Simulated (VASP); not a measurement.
## SiC: single point with PBEsol

Crystal: SiC.

```
CELL_PARAMETERS angstrom
0.00000 2.17805 2.17805
2.17805 0.00000 2.17805
2.17805 2.17805 0.00000
ATOMIC_POSITIONS crystal
Si 0.25000 0.25000 0.25000
C 0.00000 0.00000 0.00000
```

- Program: VASP 6.6.1
- Task: single point
- Functional: PBEsol
- Potentials or basis: VASP PAW PBE potentials, release 64 (Si, C)
- Cutoff: 600 eV
- k mesh: 8 × 8 × 8
- Occupations: methfessel-paxton, width 0.001 eV
- Spin: no spin polarisation

```
Pressure               : 0.3 GPa
Band gap on the k mesh : 1.23 eV, indirect (least direct gap 4.44 eV)
```

Levels at points of the mesh, in eV from the valence-band top:
```tsv
k point	band 1	band 2	band 3	band 4	band 5	band 6	band 7	band 8
(0.00, 0.00, 0.00)	-15.43	0.00	0.00	0.00	6.20	7.25	7.25	7.25
(0.50, 0.00, 0.00)	-11.83	-8.61	-1.06	-1.06	5.39	7.14	7.14	9.92
(0.50, 0.50, 0.00)	-10.36	-7.84	-3.21	-3.21	1.23	4.20	13.97	13.97
```

Wall time 4.3 s on 1 thread of Intel(R) Xeon(R) 6975P-C (Granite Rapids), with other jobs on the host, peak memory 0.15 GiB.

Caveat: the PAW data sets were made with another functional, which shifts forces and pressure a little. A k mesh can miss the band edges.
